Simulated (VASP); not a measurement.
A run of VASP 6.6.1 is set up as follows.

File POSCAR:

```
Al2O3
1.0
    2.7760839405      0.0000000000      0.0000000000
   -1.3880419702      2.4041592155      0.0000000000
    0.0000000000      0.0000000000      7.8776214423
Al O
2 3
Direct
    0.0000000000      0.0000000000      0.2779510000
    0.0000000000      0.0000000000      0.7220490000
    0.3333333333      0.6666666667      0.1994540000
    0.6666666667      0.3333333333      0.8005460000
    0.0000000000      0.0000000000      0.5000000000
```

File INCAR.step1:

```
  PREC = Accurate
  ENCUT = 520
  ISMEAR = 0
  SIGMA = 0.05
  LREAL = F
  LASPH = T
  NELM = 60
  NBANDS = 20
  GGA = PE
  ALGO = Normal
  EDIFF = 1E-4
  LWAVE = T
  LCHARG = F
```

The input INCAR.step2:

```
  PREC = Accurate
  ENCUT = 520
  EDIFF = 1E-7
  ISMEAR = 0
  SIGMA = 0.05
  LREAL = F
  LASPH = T
  NELM = 60
  ALGO = Normal
  ISIF = 2
  LWAVE = F
  LCHARG = F
  METAGGA = R2SCAN
  LMIXTAU = T
  NBANDS = 20
  ISTART = 1
```

KPOINTS

```
Automatic mesh
0
Gamma
  12 12 4
```

Potentials or basis: VASP PAW PBE potentials, release 64 (Al, O).

The run is started by

```bash
$ cat potpaw_PBE.64/Al/POTCAR potpaw_PBE.64/O/POTCAR > POTCAR
$ cp INCAR.step1 INCAR
$ mpirun -np 1 vasp_std > vasp.out
$ cp INCAR.step2 INCAR
$ mpirun -np 1 vasp_std > vasp.out
```

Q: Estimate the pressure.

A: 20.9 GPa.

Q: Predict the band gap on the k mesh.

A: 2.33 eV.

Q: Predict the largest force.

A: 3.719 eV/Å.

Forces in eV/Å, atoms in the order of the input:
```
Al   0.000  0.000  3.719
Al   0.000  0.000 -3.719
O    0.000  0.000 -1.102
O    0.000  0.000  1.102
O    0.000  0.000  0.000
```

Caveat: the cell differs from its parent crystal (strain -0.080 along x and y, +0.040 along z); the cell stands under pressure; the PAW data sets were made with another functional, which shifts forces and pressure a little. A k mesh can miss the band edges.
